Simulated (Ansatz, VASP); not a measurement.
Zr: VASP beside Ansatz

The input INCAR:

```
PREC     = Accurate       # precision mode
ENCUT    = 520            # plane-wave cutoff, eV
EDIFF    = 1E-6           # SCF threshold, eV
ISMEAR   = -1             # smearing method
SIGMA    = 0.1            # smearing width, eV
LREAL    = F              # projectors in reciprocal space
LASPH    = T              # aspherical terms in the spheres
NELM     = 60             # most SCF steps
ALGO     = Normal         # electronic algorithm
ISIF     = 2              # what is computed and relaxed
LWAVE    = F              # write WAVECAR
LCHARG   = F              # write CHGCAR
GGA      = PE             # functional
NBANDS   = 12             # bands
```

The input KPOINTS:

```
regular mesh
0
Gamma
  18 18 18
```

The input POSCAR:

```
Zr
1.0
    2.9891929691      0.0000000000      0.0000000000
    0.0000000000      2.9891929691      0.0000000000
    0.0000000000      0.0000000000      2.9891929691
Zr
1
Direct
    0.0000000000      0.0000000000      0.0000000000
```

Input for Ansatz:

```yaml
crystal:
  lattice:
    - [2.9891929691, 0.0, 0.0]
    - [0.0, 2.9891929691, 0.0]
    - [0.0, 0.0, 2.9891929691]
  atoms:
    - { symbol: Zr, position: [0.0, 0.0, 0.0] }
hamiltonian:
  xc: pbe
  pseudopotentials:
    kind: paw
    azcp:
      Zr: "pseudopotentials/Zr.paw.azcp"
basis:
  ecutwfc: 420
  fft_grid_basis: typed
kpoints:
  mp_grid: { grid: [18, 18, 18], shift: [0, 0, 0] }
magnetization:
  spin_polarized: false
scf:
  occupations: { method: fermi_dirac, width: 0.1 }
output:
  stress: true
```

Alike in both runs: task single point; functional PBE; k mesh 18 × 18 × 18; occupations fermi-dirac, width 0.1 eV; no spin polarisation.

```csv
,VASP,Ansatz
version,VASP 6.6.1,Ansatz 0.2.0
potentials or method,"VASP PAW PBE potentials, release 64 (Zr_sv), cutoff 520 eV","plane waves (420 eV) with PAW, scalar-relativistic"
valence electrons in the cell,12,12
```

```csv
,VASP,Ansatz,Ansatz less VASP
pressure (GPa),-4.4,-4.4,-0.03
```
